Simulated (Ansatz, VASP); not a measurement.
# One calculation of HC4, two programs

The input INCAR:

```
SYSTEM = HC4
PREC = Accurate
ENCUT = 520
EDIFF = 1E-6
ISMEAR = 0
SIGMA = 0.1
LREAL = .FALSE.
LASPH = .TRUE.
NELM = 60
ALGO = Normal
ISIF = 2
LWAVE = .FALSE.
LCHARG = .FALSE.
LDIPOL = .TRUE.
IDIPOL = 3
DIPOL = 0.5 0.5 0.238
GGA = PE
IVDW = 12
NBANDS = 28
```

File KPOINTS:

```
Automatic mesh
0
G
  6 6 1
  0 0 0
```

POSCAR

```
HC4
1.0
    4.9313048819      0.0000000000      0.0000000000
   -2.4656524409      4.2706353015      0.0000000000
    0.0000000000      0.0000000000     18.0000331942
C H
8 2
Direct
    0.3333333333      0.1666666667      0.2222236565
    0.3333333333      0.6666666667      0.2222236565
    0.8333333333      0.1666666667      0.2222236565
    0.8333333333      0.6666666667      0.2222236565
    0.1666666667      0.3333333333      0.2222218124
    0.1666666667      0.8333333333      0.2222218124
    0.6666666667      0.3333333333      0.2222218124
    0.6666666667      0.8333333333      0.2222218124
    0.2401531283      0.1666666667      0.3005568454
    0.4265135384      0.1666666667      0.3005568454
```

Input for Ansatz:

```yaml
crystal:
  lattice:
    - [4.9313048819, 0.0, 0.0]
    - [-2.4656524409, 4.2706353015, 0.0]
    - [0.0, 0.0, 18.0000331942]
  atoms:
    - { symbol: C, position: [0.3333333333, 0.1666666667, 0.2222236565] }
    - { symbol: C, position: [0.3333333333, 0.6666666667, 0.2222236565] }
    - { symbol: C, position: [0.8333333333, 0.1666666667, 0.2222236565] }
    - { symbol: C, position: [0.8333333333, 0.6666666667, 0.2222236565] }
    - { symbol: C, position: [0.1666666667, 0.3333333333, 0.2222218124] }
    - { symbol: C, position: [0.1666666667, 0.8333333333, 0.2222218124] }
    - { symbol: C, position: [0.6666666667, 0.3333333333, 0.2222218124] }
    - { symbol: C, position: [0.6666666667, 0.8333333333, 0.2222218124] }
    - { symbol: H, position: [0.2401531283, 0.1666666667, 0.3005568454] }
    - { symbol: H, position: [0.4265135384, 0.1666666667, 0.3005568454] }
basis:
  ecutwfc: 420
kpoints:
  mp_grid: { grid: [6, 6, 1] }
hamiltonian:
  xc: pbe
  pseudopotentials: { kind: paw, azcp: { folder: soft_1 } }
  dispersion: d3bj
scf:
  occupations: { method: gaussian, width: 0.1 }
output:
  forces: true
  eigenvalues: true
efield:
  axis: 3
  dipole_correction: true
  ramp_width: 0.04
```

Alike in both runs: task single point; functional PBE; dispersion D3(BJ); k mesh 6 × 6 × 1; occupations gaussian, width 0.1 eV; no spin polarisation.

|  | VASP | Ansatz |
| --- | --- | --- |
| version | VASP 6.6.1 | Ansatz 0.2.0 |
| potentials or method | VASP PAW PBE potentials, release 64 (C, H), cutoff 520 eV | scalar-relativistic, plane waves, PAW |
| valence electrons in the cell | 34 | 34 |

|  | VASP | Ansatz | Ansatz less VASP |
| --- | --- | --- | --- |
| gap on the k mesh at the Fermi level (eV) | 1.06 | 1.06 | -0.001 |
| least direct gap on the mesh (eV) | 1.06 | 1.06 | -0.001 |
| rms of the force components (eV/Å) | 1.396 | 1.396 | +0.0001 |

Atom by atom the forces differ by 0.003 eV/Å (rms over components).
